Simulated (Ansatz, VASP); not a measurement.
**One calculation of SiC, two programs**

INCAR

```
ALGO = Normal
EDIFF = 1E-6
ENCUT = 520
GGA = PS
ISIF = 2
ISMEAR = 0
LASPH = True
LCHARG = False
LREAL = False
LWAVE = False
NBANDS = 11
NELM = 80
PREC = Accurate
SIGMA = 0.05
```

The input KPOINTS:

```
k-points
0
Gamma
  10 10 10
```

Contents of POSCAR:

```
SiC
1.0
    0.0000000000      2.1964702184      2.1964702184
    2.1964702184      0.0000000000      2.1964702184
    2.1964702184      2.1964702184      0.0000000000
Si C
1 1
Direct
    0.0011779326     -0.0011779326      0.0011779326
    0.7472456717      0.7527543283      0.7472456717
```

Input for Ansatz:

```yaml
crystal:
  lattice:
    - [0.0, 2.1964702184, 2.1964702184]
    - [2.1964702184, 0.0, 2.1964702184]
    - [2.1964702184, 2.1964702184, 0.0]
  atoms:
    - { symbol: Si, position: [0.0011779326, -0.0011779326, 0.0011779326] }
    - { symbol: C, position: [0.7472456717, 0.7527543283, 0.7472456717] }
basis:
  ecutwfc: 520.0
kpoints:
  mp_grid: { grid: [10, 10, 10] }
hamiltonian:
  xc: pbesol
scf:
  occupations: { method: gaussian, width: 0.05 }
output:
  forces: true
  stress: true
  eigenvalues: true
```

Change from the starting cell: mode 6 frozen in at -0.012 Å, equal normal strain along x, y and z +0.0083.

Alike in both runs: task single point; functional PBEsol; k mesh 10 × 10 × 10; occupations gaussian, width 0.05 eV; no spin polarisation.

|  | VASP | Ansatz |
| --- | --- | --- |
| version | VASP 6.6.1 | Ansatz 0.2.0 |
| potentials or method | VASP PAW PBE potentials, release 64 (Si, C), cutoff 520 eV | scalar-relativistic, plane waves, PAW |
| valence electrons in the cell | 8 | 8 |

```tsv
	VASP	Ansatz	Ansatz less VASP
gap on the k mesh at the Fermi level (eV)	1.17	1.18	+0.009
least direct gap on the mesh (eV)	4.38	4.38	+0.008
pressure (GPa)	-4.9	-5.2	-0.34
traceless stress, the component that is largest in VASP (GPa)	-0.95	-0.94	+0.015
rms of the force components (eV/Å)	0.181	0.180	-0.0006
```

VASP's potentials were made for PBE, not for PBEsol. Atom by atom the forces differ by 0.001 eV/Å (rms over components).
